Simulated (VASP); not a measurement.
KF: single point with PBE

The system is KF.

```
K F
1.0
    -0.02809    2.62226    2.62226
     2.62226   -0.02809    2.62226
     2.62226    2.62226   -0.02809
K F
1 1
Direct
  0.00000 0.00000 0.00000
  0.50000 0.50000 0.50000
```

```json
{
 "Program": "VASP 6.6.1",
 "Task": "single point",
 "Functional": "PBE",
 "Potentials or basis": "VASP PAW PBE potentials, release 64 (K_sv, F)",
 "Cutoff": "520 eV",
 "k mesh": "8 × 8 × 8",
 "Occupations": "gaussian, width 0.05 eV",
 "Spin": "no spin polarisation",
 "Dipole correction": "no",
 "Further INCAR settings": "ALGO = Normal; EDIFF = 1e-06; NBANDS = 15"
}
```

* Pressure: 3.0 GPa
* Band gap on the k mesh: 6.37 eV

Stress tensor (GPa, compression positive):
```
3.02 0.13 0.13
0.13 3.02 0.13
0.13 0.13 3.02
```

Levels at points of the mesh, in eV from the valence-band top:
```tsv
k point	band 5	band 6	band 7	band 8	band 9	band 10	band 11	band 12
(0.00, 0.00, 0.00)	-9.25	-0.01	-0.01	0.00	6.37	10.72	10.72	10.89
(0.50, 0.00, 0.00)	-9.29	-0.85	-0.40	-0.37	9.21	10.89	12.17	12.32
(0.50, 0.50, 0.00)	-9.49	-0.20	-0.06	-0.05	8.22	10.52	12.13	13.81
(0.50, 0.50, 0.50)	-9.31	-0.85	-0.41	-0.41	9.26	10.95	12.27	12.27
```

Wall time 22 s on 1 thread of AMD EPYC 9R45 96-Core Processor (Zen 5), with other jobs on the host, peak memory 0.15 GiB.

Caveat: the cell stands under pressure. A hybrid or GW would open this gap; PBE tends to underestimate it.
